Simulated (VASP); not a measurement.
# Ge3Pd (Pm-3m) in VASP: settings compared

The runs below take Ge3Pd through single point, with PBEsol, PBE.

Program: VASP 6.6.1. These are calculated values, not measurements. Logs are shortened: lines on timing, memory, paths and dates and some standing lists are left out, and cuts for length are marked.

### Step 1. The cell of the first run

Symmetry: Pm-3m, No. 221, cubic system. The conventional cell has a = 4.142 Å, b = 4.142 Å, c = 4.142 Å, α = 90.00°, β = 90.00°, γ = 90.00°. Within 3.9 Å of Pd (site symmetry m-3m) lie 12 Ge at 2.93 Å. Within 3.9 Å of Ge (site symmetry 4/mmm) lie 4 Pd at 2.93 Å and 8 Ge at 2.93 Å.

### Step 2. Single point, PBEsol

The input, INCAR:

```
SYSTEM = Ge3Pd
PREC = Accurate
ENCUT = 520
EDIFF = 1E-6
ISMEAR = -1
SIGMA = 0.05
LREAL = .FALSE.
LASPH = .TRUE.
NELM = 60
ALGO = Normal
ISIF = 2
LWAVE = .FALSE.
LCHARG = .FALSE.
GGA = PS
NBANDS = 34
```

The input, KPOINTS:

```
Automatic mesh
0
G
  7 7 7
  0 0 0
```

The input, POSCAR:

```
Ge3Pd
1.0
    4.1420230000      0.0000000000      0.0000000000
    0.0000000000      4.1420230000      0.0000000000
    0.0000000000      0.0000000000      4.1420230000
Pd Ge
1 3
Direct
    0.0000000000      0.0000000000      0.0000000000
    0.5000000000      0.5000000000      0.0000000000
    0.5000000000      0.0000000000      0.5000000000
    0.0000000000      0.5000000000      0.5000000000
```

Potentials or basis: VASP PAW PBE potentials, release 64 (Pd, Ge_d).

Launch:

```
> cat potpaw_PBE.64/Pd/POTCAR potpaw_PBE.64/Ge_d/POTCAR > POTCAR
> mpirun -np 1 vasp_std > vasp.out
```

OUTCAR:

```text
SYSTEM = Ge3Pd
   PREC = Accurate
   ENCUT = 520
   EDIFF = 1E-6
   ISMEAR = -1
   LREAL = .FALSE.
   LASPH = .TRUE.
   NELM = 60
   ISIF = 2
   GGA = PS

 ion  position               nearest neighbor table
   1  0.000  0.000  0.000-   2 2.93   3 2.93   4 2.93   3 2.93   4 2.93   2 2.93   4 2.93   4 2.93
                             2 2.93   3 2.93   3 2.93   2 2.93
   2  0.500  0.500  0.000-   1 2.93   1 2.93   1 2.93   1 2.93
   3  0.500  0.000  0.500-   1 2.93   1 2.93   1 2.93   1 2.93
   4  0.000  0.500  0.500-   1 2.93   1 2.93   1 2.93   1 2.93

  LATTYP: Found a simple cubic cell.
 ALAT       =     4.1420230000

  Lattice vectors:

 A1 = (   4.1420230000,   0.0000000000,   0.0000000000)
 A2 = (   0.0000000000,   4.1420230000,   0.0000000000)
 A3 = (   0.0000000000,   0.0000000000,   4.1420230000)

Analysis of symmetry for initial positions (statically):
=====================================================================
 Subroutine PRICEL returns:
 Original cell was already a primitive cell.

 Routine SETGRP: Setting up the symmetry group for a
 simple cubic supercell.

 Subroutine GETGRP returns: Found 48 space group operations
 (whereof 48 operations were pure point group operations)
 out of a pool of 48 trial point group operations.

The static configuration has the point symmetry O_h .

Analysis of symmetry for dynamics (positions and initial velocities):
=====================================================================
 Subroutine PRICEL returns:
 Original cell was already a primitive cell.

 Routine SETGRP: Setting up the symmetry group for a
 simple cubic supercell.

 Subroutine GETGRP returns: Found 48 space group operations
 (whereof 48 operations were pure point group operations)
 out of a pool of 48 trial point group operations.

The dynamic configuration has the point symmetry O_h .

 Subroutine INISYM returns: Found 48 space group operations
 (whereof 48 operations are pure point group operations),
 and found     1 'primitive' translations

----------------------------------------------------------------------------------------

                                     Primitive cell

  volume of cell :      71.0620
[... 82 lines left out ...]
   ISPIN  =      1    spin polarized calculation?
   LNONCOLLINEAR =      F non collinear calculations
   LSORBIT =      F    spin-orbit coupling
   LASPH  =      T    aspherical Exc in radial PAW
   ENCUT  =  520.0 eV  38.22 Ry    6.18 a.u.   7.70  7.70  7.70*2*pi/ulx,y,z
   NELM   =     60;   NELMIN=  2; NELMDL= -5     # of ELM steps
   EDIFF  = 0.1E-05   stopping-criterion for ELM
   LREAL  =      F    real-space projection
   EDIFFG = 0.1E-04   stopping-criterion for IOM
   NSW    =      0    number of steps for IOM
   IBRION =     -1    ionic relax: 0-MD 1-quasi-New 2-CG
   NFREE  =      0    steps in history (QN), initial steepest desc. (CG)
   ISIF   =      2    stress and relaxation
   ISYM   =      2    0-nonsym 1-usesym 2-fastsym
   POTIM  = 0.5000    time-step for ionic-motion
   TEBEG  =    0.0;   TEEND  =   0.0 temperature during run
   PSTRESS=    0.0 pullay stress
   NELECT =      52.0000    total number of electrons
   NUPDOWN=      -1.0000    fix difference up-down
   EMIN   =  10.00;   EMAX   =-10.00  energy-range for DOS
   EFERMI =   0.00;   METHOD = LEGACY
   ISMEAR =    -1;   SIGMA  =   0.05  broadening in eV -4-tet -1-fermi 0-gaus
   EFERMI_NEDOS =   21; number of points for ismear=-14 and -15
   IALGO  =     38    algorithm
   IMIX   =      4    mixing-type and parameters
     AMIX     =   0.40;   BMIX     =  1.00
     AMIX_MAG =   1.60;   BMIX_MAG =  1.00
  volume/ion in A,a.u.               =      17.77       119.89
  Fermi-wavevector in a.u.,A,eV,Ry     =   1.475243  2.787804 29.610913  2.176341
  Thomas-Fermi vector in A             =   2.589916
   LORBIT       =      0    0 simple, 1 ext, 2 COOP (PROOUT), +10 PAW based schemes
   GGA     = PS    functional components
   LHFCALC =     F    Hartree Fock is set to
   AEXX    =    0.0000 exact exchange contribution
   IVDW    =     0    specifies the selected vdW correction
   LEPSILON=     F    determine dielectric tensor
   LRPA    =     F    only Hartree local field effects (RPA)
 non-spin polarized calculation
  energy-cutoff  :      520.00
  volume of cell :       71.06
 maximum number of plane-waves:      1935
 NGX is ok and might be reduce to    32
   NGX = 15   NGY = 15   NGZ = 15

 number of electron      52.0000056 magnetization

 Free energy of the ion-electron system (eV)
  ---------------------------------------------------
  ext. energy  EPLUGINS =         0.00000000
  ---------------------------------------------------
  free energy    TOTEN  =       -20.57476542 eV

  energy without entropy =      -20.55722707  energy(sigma->0) =      -20.56599625

 E-fermi :   7.3954     XC(G=0): -11.8603

 val. band max:        7.3672013837   @ k =   0.4286   0.4286   0.1429
 cond. band min:       7.4023751027   @ k =   0.4286   0.0000   0.0000
 fundamental gap:      0.0351737190
 Fermi energy:         7.3953735314

 k-point     1 :       0.0000    0.0000    0.0000
  band No.  band energies     occupation
      1     -17.2891      2.00000
      2     -17.2891      2.00000
      3     -17.2891      2.00000
      4     -17.2783      2.00000
      5     -17.2247      2.00000
      6     -17.2247      2.00000
[... 729 lines left out ...]
     33      14.8786      0.00000
     34      19.0877      0.00000

------------------------ aborting loop because EDIFF is reached ----------------------------------------

  FORCE on cell =-STRESS in cart. coord.  units (eV):
  Direction    XX          YY          ZZ          XY          YZ          ZX
  --------------------------------------------------------------------------------------
  -------------------------------------------------------------------------------------
  Total       -2.0199870     -2.0199870     -2.0199870      0.0000000     -0.0000000      0.0000000
  in kB      -45.5430002    -45.5430002    -45.5430002      0.0000000     -0.0000000      0.0000000
  external PRESSURE =     -45.5430002 kB  Pullay stress =       0.0000000 kB

 VOLUME and BASIS-vectors are now :
 -----------------------------------------------------------------------------
  energy-cutoff  :      520.00
  volume of cell :       71.06
      direct lattice vectors                 reciprocal lattice vectors
     4.142023000  0.000000000  0.000000000     0.241427921  0.000000000  0.000000000
     0.000000000  4.142023000  0.000000000     0.000000000  0.241427921  0.000000000
     0.000000000  0.000000000  4.142023000     0.000000000  0.000000000  0.241427921

 POSITION                                       TOTAL-FORCE (eV/Angst)
 -----------------------------------------------------------------------------------
      0.00000      0.00000      0.00000         0.000000      0.000000      0.000000
      2.07101      2.07101      0.00000         0.000000      0.000000      0.000000
      2.07101      0.00000      2.07101         0.000000      0.000000      0.000000
      0.00000      2.07101      2.07101         0.000000      0.000000      0.000000
 -----------------------------------------------------------------------------------
    total drift:                                0.000000     -0.000000     -0.000000

  FREE ENERGIE OF THE ION-ELECTRON SYSTEM (eV)
  ---------------------------------------------------
  free  energy   TOTEN  =       -20.5747654184 eV

  energy  without entropy=      -20.5572270718  energy(sigma->0) =      -20.56599625
```

OSZICAR:

```text
N       E                     dE             d eps       ncg     rms          rms(c)
DAV:   1     0.447053963556E+03    0.44705E+03   -0.24543E+04  1692   0.412E+03
DAV:   2     0.550891339753E+02   -0.39196E+03   -0.37852E+03  1360   0.795E+02
DAV:   3    -0.171081948822E+02   -0.72197E+02   -0.70867E+02  1516   0.195E+02
DAV:   4    -0.207133949738E+02   -0.36052E+01   -0.35735E+01  1572   0.491E+01
DAV:   5    -0.207992798624E+02   -0.85885E-01   -0.85841E-01  1506   0.817E+00    0.536E+00
DAV:   6    -0.206775757128E+02    0.12170E+00   -0.12233E+00  1444   0.755E+00    0.339E+00
DAV:   7    -0.205908118477E+02    0.86764E-01   -0.24751E-01  1504   0.416E+00    0.188E+00
DAV:   8    -0.205763186872E+02    0.14493E-01   -0.60130E-02  1582   0.163E+00    0.267E-01
DAV:   9    -0.205748238759E+02    0.14948E-02   -0.67880E-03  1672   0.952E-01    0.137E-01
DAV:  10    -0.205747620756E+02    0.61800E-04   -0.96167E-04  1608   0.368E-01    0.350E-02
DAV:  11    -0.205747657569E+02   -0.36813E-05   -0.70679E-05  1450   0.729E-02    0.137E-02
DAV:  12    -0.205747654184E+02    0.33850E-06   -0.77102E-06  1414   0.285E-02
   1 F= -.20574765E+02 E0= -.20565996E+02  d E =-.175383E-01
```

stdout:

```text
POSCAR found type information on POSCAR PdGe
 POSCAR found :  2 types and       4 ions
 scaLAPACK will be used
 -----------------------------------------------------------------------------
|                                                                             |
|                                                                             |
|     You enforced a specific xc type in the INCAR file but a different       |
|     I HOPE YOU KNOW WHAT YOU ARE DOING!                                     |
|                                                                             |
 -----------------------------------------------------------------------------

 LDA part: xc-table for (Slater+PW92), standard interpolation
 POSCAR, INCAR and KPOINTS ok, starting setup
 FFT: planning ... GRIDC
 FFT: planning ... GRID_SOFT
 FFT: planning ... GRID
 WAVECAR not read
 entering main loop
```

Run time: 15 s. Hardware: 1 thread of Intel Xeon 6975P-C (Granite Rapids), shared host; peak memory 0.19 GiB.

Results:

```yaml
Free_energy: -20.5748 eV
Pressure: -4.6 GPa
Band_gap_on_the_k_mesh: zero (band 26 reaches 7.51 eV, above the bottom of band 27 at 5.98 eV)
```

Levels at points of the mesh, in eV from the Fermi level:
```csv
k point,band 23,band 24,band 25,band 26,band 27,band 28,band 29,band 30
"(0.00, 0.00, 0.00)",-2.65,-2.65,-1.56,-1.56,0.82,2.98,2.98,2.98
```

Caveat: the PAW data sets were made with another functional, which shifts forces and pressure a little.

### Step 3. Single point, PBE

This run uses another cell than the first one, of 16.70 Å³/atom, 0.940 times its volume.

The input, INCAR:

```
  PREC = Accurate
  ENCUT = 520
  EDIFF = 1E-6
  ISMEAR = -1
  SIGMA = 0.05
  LREAL = F
  LASPH = T
  NELM = 80
  ALGO = Normal
  ISIF = 2
  LWAVE = F
  LCHARG = F
  GGA = PE
  NBANDS = 34
```

The input, KPOINTS:

```
Automatic mesh
0
Gamma
  7 7 7
```

The input, POSCAR:

```
Ge3Pd
1.0
    4.0574681928      0.0000000000      0.0000000000
    0.0000000000      4.0574681928      0.0000000000
    0.0000000000      0.0000000000      4.0574681928
Pd Ge
1 3
Direct
    0.0000000000      0.0000000000      0.0000000000
    0.5000000000      0.5000000000      0.0000000000
    0.5000000000      0.0000000000      0.5000000000
    0.0000000000      0.5000000000      0.5000000000
```

Potentials or basis: VASP PAW PBE potentials, release 64 (Pd, Ge_d).

Launch:

```
> cat potpaw_PBE.64/Pd/POTCAR potpaw_PBE.64/Ge_d/POTCAR > POTCAR
> mpirun -np 1 vasp_std > vasp.out
```

Wall time 55 s (1 thread of AMD EPYC 7R13, shared host); peak memory 0.16 GiB.

It converged, with:

```
Free energy            : -18.4013 eV
Pressure               : 6.3 GPa
Band gap on the k mesh : zero (band 26 reaches 8.60 eV, above the bottom of band 27 at 6.87 eV)
```

Levels at points of the mesh, in eV from the Fermi level:
```tsv
k point	band 24	band 25	band 26	band 27	band 28	band 29
(0.00, 0.00, 0.00)	-2.93	-1.54	-1.54	0.76	3.05	3.05
```

### Step 4. Single point, PBE

This run uses another cell than the first one, of 17.05 Å³/atom, 0.960 times its volume.

Changes to INCAR since step 3:

```diff
@@ -7,3 +7,3 @@
   LASPH = T
-  NELM = 80
+  NELM = 100
   ALGO = Normal
```

KPOINTS is that of step 3.

The input, POSCAR:

```
Ge3Pd
1.0
    4.0860428539      0.0000000000      0.0000000000
    0.0000000000      4.0860428539      0.0000000000
    0.0000000000      0.0000000000      4.0860428539
Pd Ge
1 3
Direct
    0.0000000000      0.0000000000      0.0000000000
    0.5000000000      0.5000000000      0.0000000000
    0.5000000000      0.0000000000      0.5000000000
    0.0000000000      0.5000000000      0.5000000000
```

Launch:

```
> cat potpaw_PBE.64/Pd/POTCAR potpaw_PBE.64/Ge_d/POTCAR > POTCAR
> mpirun -np 1 vasp_std > vasp.out
```

Run time: 53 s. Hardware: 1 thread of AMD EPYC 7R13, shared host; peak memory 0.16 GiB.

Results (log left out):

| Quantity | Value |
| --- | --- |
| Free energy | -18.4462 eV |
| Pressure | 4.0 GPa |
| Band gap on the k mesh | zero (band 26 reaches 8.28 eV, above the bottom of band 27 at 6.61 eV) |

Levels at points of the mesh, in eV from the Fermi level:
| k point | band 22 | band 23 | band 24 | band 25 | band 26 | band 27 | band 28 | band 29 | band 30 | band 31 |
| --- | --- | --- | --- | --- | --- | --- | --- | --- | --- | --- |
| (0.00, 0.00, 0.00) | -2.83 | -2.83 | -2.83 | -1.56 | -1.56 | 0.80 | 3.03 | 3.03 | 3.03 | 5.77 |

### Step 5. Summary

| level | cell | gap on the mesh (eV) | pressure (GPa) |
| --- | --- | --- | --- |
| PBEsol | a = 4.142 Å, 4 atoms | none | -4.6 |
| PBE | a = 4.057 Å, 4 atoms | none | 6.3 |
| PBE | a = 4.086 Å, 4 atoms | none | 4.0 |

Alike in all rows: task single point; potentials or basis VASP PAW PBE potentials, release 64 (Pd, Ge_d); no spin polarisation; k mesh 7 × 7 × 7; cutoff (eV) 520; smearing fermi-dirac 0.05 eV.

Caveats: the PAW data sets were made with another functional, which shifts forces and pressure a little (some runs).

Absolute energies hang on the potentials; compare differences alone.
